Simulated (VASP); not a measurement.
A run of VASP 6.6.1:

File INCAR:

```
PREC = Accurate
ENCUT = 520
EDIFF = 1E-6
ISMEAR = -1
SIGMA = 0.05
LREAL = F
LASPH = T
NELM = 150
ALGO = Fast
ISIF = 2
LWAVE = F
LCHARG = F
ISPIN = 2
MAGMOM = 0 -1.84
LORBIT = 11
LMAXMIX = 4
GGA = PE
NBANDS = 20
```

Contents of KPOINTS:

```
Automatic mesh
0
Gamma
  10 10 7
```

File POSCAR:

```
FePt
1.0
    2.7235000000      0.0000000000      0.0000000000
    0.0000000000      2.7235000000      0.0000000000
    0.0000000000      0.0000000000      3.7200000000
Pt Fe
1 1
Direct
    0.5000000000      0.5000000000      0.5000000000
    0.0000000000      0.0000000000      0.0000000000
```

Potentials or basis: VASP PAW PBE potentials, release 64 (Pt, Fe).

Run with:

```console
$ cat potpaw_PBE.64/Pt/POTCAR potpaw_PBE.64/Fe/POTCAR > POTCAR
$ mpirun -np 1 vasp_std > vasp.out
```

Hardware: 1 thread of Intel Xeon 8259CL (shared host).

Estimate the wall time of this run.

Run time: 2 min on 1 thread of Intel Xeon 8259CL (shared host), peak memory 0.2 GiB. Counts: scf iterations 16, k points 84.
